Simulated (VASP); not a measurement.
Set up this calculation in VASP 6.6.1, as the native input.

* Task: single point
* Functional: PBE
* Potentials or basis: VASP PAW PBE potentials, release 64 (Mn_pv, O)
* Cutoff: 520 eV
* k mesh: 10 × 10 × 6
* Occupations: gaussian, width 0.05 eV
* Spin: collinear spin, ferrimagnetic start
* Starting moments: [3.15, -0.15, -0.15] μB
* Hubbard terms: Mn d U = 3.9 eV
* Dipole correction: no
* Further INCAR settings: ALGO = Normal; EDIFF = 1e-06; NBANDS = 24

The structure of MnO2 lies in POSCAR:

```
MnO2
1.0
    2.9180078647      0.0000000000      0.0000000000
   -1.4590039324      2.5270689393      0.0000000000
    0.0000000000      0.0000000000      5.1572510881
Mn O
1 2
Direct
    0.0000000000      0.0000000000      0.0000000000
    0.3333333333      0.6666666667      0.1846738599
    0.6666666667      0.3333333333      0.8153261401
```

The input as run:

INCAR

```
ALGO = Normal
EDIFF = 1E-6
ENCUT = 520
GGA = PE
ISIF = 2
ISMEAR = 0
ISPIN = 2
LASPH = T
LCHARG = T
LDAU = T
LDAUJ = 0 0
LDAUL = 2 -1
LDAUPRINT = 1
LDAUTYPE = 2
LDAUU = 3.9 0
LELF = T
LMAXMIX = 4
LORBIT = 11
LREAL = F
LVHAR = T
LWAVE = F
MAGMOM = 3.15 -0.15 -0.15
NBANDS = 24
NELM = 150
PREC = Accurate
SIGMA = 0.05
```

KPOINTS

```
k-points
0
Gamma
  10 10 6
```

Potentials or basis: VASP PAW PBE potentials, release 64 (Mn_pv, O).

Command:

```bash
$ cat potpaw_PBE.64/Mn_pv/POTCAR potpaw_PBE.64/O/POTCAR > POTCAR
$ mpirun -np 1 vasp_std > vasp.out
```

It gave:

```yaml
Pressure: 0.7 GPa
Largest_force: 0.087 eV/Å
Band_gap_on_the_k_mesh: 1.79 eV, indirect (least direct gap 1.96 eV)
Net_moment: 3.00 μB per cell
Site_moments: Mn +3.23; O -0.13 μB
Valence_electrons_inside_the_program's_atomic_spheres: Mn 11.60; O 4.99
```

Caveat: a cell with one magnetic atom can't hold antiferromagnetic order, which such compounds often take.

Run time: 4.8 min on 1 thread of AMD EPYC 9R45, on a shared host, peak memory 0.21 GiB.
